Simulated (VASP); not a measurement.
Write the native input for VASP 6.6.1 that does the following.

| Property | Result |
| --- | --- |
| Task | single point |
| Functional | PBEsol |
| Potentials or basis | VASP PAW PBE potentials, release 64 (Cr_sv, N) |
| Cutoff | 700 eV |
| k mesh | 6 × 5 × 8 |
| Occupations | fermi-dirac, width 0.05 eV |
| Spin | collinear spin, ferromagnetic start |
| Starting moments | [2.25, 2.25, 0.0, 0.0, 0.0, 0.0] μB |
| Fixed moment | 4.5 μB |
| Dipole correction | no |
| Further INCAR settings | ALGO = Normal; EDIFF = 1e-06; NBANDS = 37 |

The structure of CrN2 lies in POSCAR:

```
CrN2
1.0
    3.9017860000      0.0000000000      0.0000000000
    0.0000000000      4.8095120000      0.0000000000
    0.0000000000      0.0000000000      2.7841700000
Cr N
2 4
Direct
    0.0000000000      0.0000000000      0.0000000000
    0.5000000000      0.5000000000      0.5000000000
    0.8661700000      0.5887750000      0.0000000000
    0.1338300000      0.4112250000      0.0000000000
    0.3661700000      0.9112250000      0.5000000000
    0.6338300000      0.0887750000      0.5000000000
```

One way to write it, as run:

INCAR

```
PREC     = Accurate       # precision mode
ENCUT    = 700            # plane-wave cutoff, eV
EDIFF    = 1E-6           # SCF threshold, eV
ISMEAR   = -1             # smearing method
SIGMA    = 0.05           # smearing width, eV
LREAL    = F              # projectors in reciprocal space
LASPH    = T              # aspherical terms in the spheres
NELM     = 200            # most SCF steps
ALGO     = Normal         # electronic algorithm
ISIF     = 2              # what is computed and relaxed
LWAVE    = F              # write WAVECAR
LCHARG   = T              # write CHGCAR
ISPIN    = 2              # spin polarisation
MAGMOM   = 2.25 2.25 0 0 0 0 # initial moments
LORBIT   = 11             # projections on sites
NUPDOWN  = 4.5            # fixed moment
LMAXMIX  = 4              # l up to which the mixer works
GGA      = PS             # functional
LELF     = T              # ELF
LVHAR    = T            
NBANDS   = 37             # bands
GGA_COMPAT= F
```

KPOINTS

```
Automatic mesh
0
Gamma
  6 5 8
```

Potentials or basis: VASP PAW PBE potentials, release 64 (Cr_sv, N).

Command:

```bash
$ cat potpaw_PBE.64/Cr_sv/POTCAR potpaw_PBE.64/N/POTCAR > POTCAR
$ mpirun -np 1 vasp_std > vasp.out
```

It gave:

```json
{
 "Pressure": "-9.4 GPa",
 "Largest force": "0.124 eV/Å",
 "Net moment": "4.50 μB per cell",
 "Site moments": "Cr +2.10; N -0.07 μB",
 "Valence electrons inside the program's atomic spheres": "Cr 11.70; N 3.72"
}
```

Caveat: the cell stands under tension; the PAW data sets were made with another functional, which shifts forces and pressure a little; the total moment is fixed, so each spin has its own Fermi level and the state may be an excited one; the run started ferromagnetic, and an antiferromagnetic order may lie lower in energy.

It took 5 min on 1 thread of Intel(R) Xeon(R) Platinum 8259CL CPU @ 2.50GHz (Skylake/Cascade Lake) (shared host), peak memory 0.38 GiB.
